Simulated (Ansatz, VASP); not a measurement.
**One calculation of Ga2P, two programs**

Contents of INCAR:

```
SYSTEM = Ga2P
ALGO     = Normal         ! electronic algorithm
EDIFF    = 1E-6           ! SCF threshold, eV
EDIFFG   = -0.04          ! ionic threshold
ENCUT    = 600            ! plane-wave cutoff, eV
GGA      = PE             ! functional
IBRION   = 2              ! ionic algorithm
ISIF     = 3              ! what is computed and relaxed
ISMEAR   = 0              ! smearing method
LASPH    = .True.         ! aspherical terms in the spheres
LCHARG   = .False.        ! write CHGCAR
LREAL    = .False.        ! projectors in reciprocal space
LWAVE    = .False.        ! write WAVECAR
NELM     = 80             ! most SCF steps
NSW      = 90             ! ionic steps
PREC     = Accurate       ! precision mode
SIGMA    = 0.1            ! smearing width, eV
```

The input KPOINTS:

```
k-points
0
Gamma
  4 4 4
  0 0 0
```

Contents of POSCAR:

```
Ga2P
1.0
    3.7586196400      0.0000000000      0.0000000000
    0.0000000000      3.7586196400      0.0000000000
    0.0000000000      0.0000000000      3.8006101000
Ga P
2 1
Direct
    0.5000000000      0.0000000000      0.7413226400
    0.0000000000      0.5000000000      0.2586773600
    0.0000000000      0.0000000000      0.0000000000
```

Input for Ansatz:

```yaml
crystal:
  lattice:
    - [3.75861964, 0.0, 0.0]
    - [0.0, 3.75861964, 0.0]
    - [0.0, 0.0, 3.8006101]
  atoms:
    - { symbol: Ga, position: [0.5, 0.0, 0.74132264] }
    - { symbol: Ga, position: [0.0, 0.5, 0.25867736] }
    - { symbol: P, position: [0.0, 0.0, 0.0] }
basis:
  ecutwfc: 420
kpoints:
  mp_grid: { grid: [4, 4, 4] }
hamiltonian:
  xc: pbe
scf:
  occupations: { method: gaussian, width: 0.1 }
  lower_state_search: "off"
output:
  forces: true
  stress: true
  eigenvalues: true
relax:
  adjacent_minimum: "off"
  f_tol: 0.04
  max_steps: 70
  cell: { stress_tol: 0.4 }
```

Change from the starting cell: species swapped into the Ta2H type (P-4m2, No. 115).

Alike in both runs: task relaxation of cell and atoms; functional PBE; k mesh 4 × 4 × 4; occupations gaussian, width 0.1 eV; no spin polarisation.

|  | VASP | Ansatz |
| --- | --- | --- |
| version | VASP 6.6.1 | Ansatz 0.2.0 |
| potentials or method | VASP PAW PBE potentials, release 64 (Ga_d, P), cutoff 600 eV | scalar-relativistic, plane waves, PAW |
| valence electrons in the cell | 31 | 31 |

```tsv
	VASP	Ansatz	Ansatz less VASP
gap on the k mesh at the Fermi level, each at its own relaxed structure (eV)	none	none	-
relaxed volume (Å³/atom)	20.33	20.27	-0.061
relaxed length of the cell vector where the two differ most in proportion (Å)	4.308	4.290	-0.0180
```

A gap of «none» marks a metal or a gap that the smearing closes.

The k mesh is coarse, so the values compare programs but aren't converged.
